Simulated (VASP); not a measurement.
The system is Sn.

```xyz
2
Lattice="-2.9401 2.9401 1.5993 2.9401 -2.9401 1.5993 2.9401 2.9401 -1.5993" Properties=species:S:1:pos:R:3 pbc="T T T"
Sn    0.0000    0.0000    0.0000
Sn    0.0000    2.9401    0.7997
```

| Quantity | Value |
| --- | --- |
| Program | VASP 6.6.1 |
| Task | relaxation of cell and atoms |
| Functional | RPBE |
| Dispersion | D3(BJ) |
| Potentials or basis | VASP PAW PBE potentials, release 64 (Sn_d) |
| Cutoff | 600 eV |
| k mesh | 9 × 9 × 9 |
| Occupations | fermi-dirac, width 0.05 eV |
| Spin | no spin polarisation |

At the start: pressure -13.8 GPa; volume 27.65 Å³/atom.

How do energy, volume and symmetry change on relaxing?

Over 8 steps the energy falls by 314.5 meV/atom and the volume is 21.90 Å³/atom (-20.8 %); space group I4_1/amd (No. 141, to 0.1 Å) before and after.

The path:
```
step  energy change (eV)  largest force (eV/Å)  pressure (GPa)  volume (Å³)
   1              0.0000                0.0000          -13.79        55.30
   2             -0.3427                0.0000           19.02        38.35
   3             -0.6264                0.0000           -0.35        43.94
   4             -0.6266                0.0000            0.15        43.73
   5             -0.6289                0.0000            0.19        43.73
   6             -0.6289                0.0000            0.19        43.73
   7             -0.6289                0.0000           -0.17        43.88
   8             -0.6289                0.0000            0.01        43.80
```

Final structure:
```
Sn
1.0
    -2.73933    2.73933    1.45927
     2.73933   -2.73933    1.45927
     2.73933    2.73933   -1.45927
Sn
2
Direct
  0.00000 0.00000 0.00000
  0.75000 0.25000 0.50000
```

Caveat: the volume moved by over 15 % at a fixed basis, so the end points are rough; the PAW data sets were made with another functional, which shifts forces and pressure a little.
